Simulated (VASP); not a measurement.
# CdSe (R3m) in VASP: further runs, part 2 of 2

VASP 6.6.1. Earlier steps stand in the parts before.

## Step 3: Single point, PBEsol

This run uses another cell than the first one, of the same volume but with other edges.

INCAR reads:

```
PREC     = Accurate       # precision mode
ENCUT    = 520            # plane-wave cutoff, eV
EDIFF    = 1E-6           # SCF threshold, eV
ISMEAR   = 0              # smearing method
SIGMA    = 0.05           # smearing width, eV
LREAL    = F              # projectors in reciprocal space
LASPH    = T              # aspherical terms in the spheres
NELM     = 60             # most SCF steps
ALGO     = Normal         # electronic algorithm
ISIF     = 2              # what is computed and relaxed
LWAVE    = F              # write WAVECAR
LCHARG   = F              # write CHGCAR
GGA      = PS             # functional
NBANDS   = 16             # bands
```

KPOINTS reads:

```
Automatic mesh
0
Gamma
  10 10 10
```

POSCAR reads:

```
CdSe
1.0
    0.0000000000      2.8516385148      2.8516385148
    2.8516385148      0.0000000000      2.8516385148
    3.0107599439      3.0107599439     -0.1591214291
Cd Se
1 1
Direct
    0.0000000000      0.0000000000      0.0000000000
    0.7500000000      0.7500000000      0.7500000000
```

Potentials or basis: VASP PAW PBE potentials, release 64 (Cd, Se).

Started as:

```sh
$ cat potpaw_PBE.64/Cd/POTCAR potpaw_PBE.64/Se/POTCAR > POTCAR
$ mpirun -np 1 vasp_std > vasp.out
```

OUTCAR:

```text
PREC = Accurate
   ENCUT = 520
   EDIFF = 1E-6
   ISMEAR = 0
   LREAL = F
   LASPH = T
   NELM = 60
   ISIF = 2
   GGA = PS

 ion  position               nearest neighbor table
   1  0.000  0.000  0.000-   2 2.49   2 2.49   2 2.49   2 2.68
   2  0.750  0.750  0.750-   1 2.49   1 2.49   1 2.49   1 2.68

  LATTYP: Found a trigonal (rhomboedric) cell.
 ALAT       =     4.2608297911
 COS(alpha) =     0.5520798786

  Lattice vectors:

 A1 = (   3.0107599439,   0.1591214291,  -3.0107599439)
[... 642 lines left out ...]

------------------------ aborting loop because EDIFF is reached ----------------------------------------

  FORCE on cell =-STRESS in cart. coord.  units (eV):
  Direction    XX          YY          ZZ          XY          YZ          ZX
  --------------------------------------------------------------------------------------
  -------------------------------------------------------------------------------------
  Total        2.8073344      2.8073344      2.8073344     -1.0539826      1.0539826      1.0539826
  in kB       89.4915948     89.4915948     89.4915948    -33.5986267     33.5986267     33.5986267
  external PRESSURE =      89.4915948 kB  Pullay stress =       0.0000000 kB

 VOLUME and BASIS-vectors are now :
 -----------------------------------------------------------------------------
  energy-cutoff  :      520.00
  volume of cell :       50.26
      direct lattice vectors                 reciprocal lattice vectors
     0.000000000  2.851638515  2.851638515    -0.170823697  0.179851886  0.170823697
     2.851638515  0.000000000  2.851638515     0.179851886 -0.170823697  0.170823697
     3.010759944  3.010759944 -0.159121429     0.161795508  0.161795508 -0.161795508

 POSITION                                       TOTAL-FORCE (eV/Angst)
 -----------------------------------------------------------------------------------
      0.00000      0.00000      0.00000         0.493655      0.493655     -0.493655
      4.39680      4.39680      4.15812        -0.493655     -0.493655      0.493655
 -----------------------------------------------------------------------------------
    total drift:                               -0.000074     -0.000074      0.000069

  FREE ENERGIE OF THE ION-ELECTRON SYSTEM (eV)
  ---------------------------------------------------
  free  energy   TOTEN  =        -5.9451892352 eV

  energy  without entropy=       -5.9451892352  energy(sigma->0) =       -5.94518924
```

stdout:

```text
POSCAR found type information on POSCAR CdSe
 POSCAR found :  2 types and       2 ions
 scaLAPACK will be used
 -----------------------------------------------------------------------------
|                                                                             |
|                                                                             |
|     You enforced a specific xc type in the INCAR file but a different       |
|     I HOPE YOU KNOW WHAT YOU ARE DOING!                                     |
|                                                                             |
 -----------------------------------------------------------------------------

 LDA part: xc-table for (Slater+PW92), standard interpolation
 POSCAR, INCAR and KPOINTS ok, starting setup
 FFT: planning ... GRIDC
 FFT: planning ... GRID_SOFT
 FFT: planning ... GRID
 WAVECAR not read
 entering main loop
```

Run time: 42 s. Hardware: 1 thread of Intel Xeon Platinum 8559C (Emerald Rapids), shared host; peak memory 0.24 GiB.

Results:

```yaml
Free_energy: -5.9452 eV
Pressure: 8.9 GPa
Largest_force: 0.855 eV/Å
Band_gap_on_the_k_mesh: 0.56 eV, direct
```

Forces on the atoms (eV/Å):
```
Cd   0.494  0.494 -0.494
Se  -0.494 -0.494  0.494
```

Levels at points of the mesh, in eV from the valence-band top:
```tsv
k point	band 6	band 7	band 8	band 9	band 10	band 11	band 12	band 13
(0.00, 0.00, 0.00)	-8.00	-0.41	0.00	0.00	0.56	5.09	6.10	6.10
(0.50, 0.00, 0.00)	-7.58	-5.31	-1.22	-1.09	2.15	5.83	6.47	7.46
(0.50, 0.50, 0.00)	-7.54	-4.81	-2.63	-2.17	2.56	3.71	9.09	10.73
(0.00, 0.00, 0.50)	-7.71	-5.25	-0.73	-0.73	2.67	6.61	6.61	7.13
```

Caveat: the PAW data sets were made with another functional, which shifts forces and pressure a little.

## Step 4: Single point, PBEsol

INCAR reads:

```
SYSTEM = CdSe
ALGO = Normal
EDIFF = 1E-6
ENCUT = 520
GGA = PS
ISIF = 2
ISMEAR = 0
LASPH = .True.
LCHARG = .False.
LREAL = .False.
LWAVE = .False.
NBANDS = 16
NELM = 100
PREC = Accurate
SIGMA = 0.05
```

KPOINTS reads:

```
k-points
0
Gamma
  10 10 10
  0 0 0
```

POSCAR reads:

```
CdSe
1.0
    0.0000000000      3.0085804857      3.0085804857
    3.0085804857      0.0000000000      3.0085804857
    2.8537388767      2.8537388767      0.1548416090
Cd Se
1 1
Direct
    0.0000000000      0.0000000000      0.0000000000
    0.7500000000      0.7500000000      0.7500000000
```

Started as:

```sh
$ cat potpaw_PBE.64/Cd/POTCAR potpaw_PBE.64/Se/POTCAR > POTCAR
$ mpirun -np 1 vasp_std > vasp.out
```

Wall time 34 s (1 thread of Intel Xeon Platinum 8559C (Emerald Rapids), shared host); peak memory 0.24 GiB.

The run converged. Its results:

```
Free energy            : -5.9289 eV
Pressure               : 9.1 GPa
Largest force          : 1.296 eV/Å
Band gap on the k mesh : 0.60 eV, direct
```

Forces in eV/Å, atoms in the order of the input:
```
Cd  -0.748 -0.748  0.748
Se   0.748  0.748 -0.748
```

Stress tensor (GPa, compression positive):
```
 9.06  4.34 -4.34
 4.34  9.06 -4.34
-4.34 -4.34  9.06
```

Levels at points of the mesh, in eV from the valence-band top:
```csv
k point,band 5,band 6,band 7,band 8,band 9,band 10,band 11,band 12,band 13,band 14
"(0.00, 0.00, 0.00)",-7.99,-7.99,-0.19,-0.19,0.00,0.60,5.36,5.36,6.59,9.97
"(0.50, 0.00, 0.00)",-7.96,-7.63,-5.27,-0.96,-0.89,2.41,6.06,6.72,7.39,10.18
"(0.50, 0.50, 0.00)",-7.92,-7.53,-4.79,-2.66,-2.12,2.56,3.73,9.16,10.51,11.07
"(0.00, 0.00, 0.50)",-7.97,-7.54,-5.29,-1.36,-1.36,1.94,5.88,5.88,7.52,10.23
```

Caveat: the PAW data sets were made with another functional, which shifts forces and pressure a little.

## Step 5: Overview

| cell | gap on the mesh (eV) | pressure (GPa) | largest force (eV/Å) |
| --- | --- | --- | --- |
| a = 4.312, b = 4.312, c = 3.992 Å, angles 57.3, 57.3, 60.0°, 2 atoms | 0.62 | 10.2 | 2.18 |
| a = 4.033, b = 4.033, c = 4.261 Å, angles 61.8, 61.8, 60.0°, 2 atoms | 0.56 | 8.9 | 0.86 |
| a = 4.255, b = 4.255, c = 4.039 Å, angles 58.2, 58.2, 60.0°, 2 atoms | 0.60 | 9.1 | 1.30 |

Alike in all rows: task single point; level PBEsol; potentials or basis VASP PAW PBE potentials, release 64 (Cd, Se); no spin polarisation; k mesh 10 × 10 × 10; cutoff (eV) 520; smearing gaussian 0.05 eV.

Caveats: the PAW data sets were made with another functional, which shifts forces and pressure a little.

Absolute energies hang on the potentials; compare differences alone.
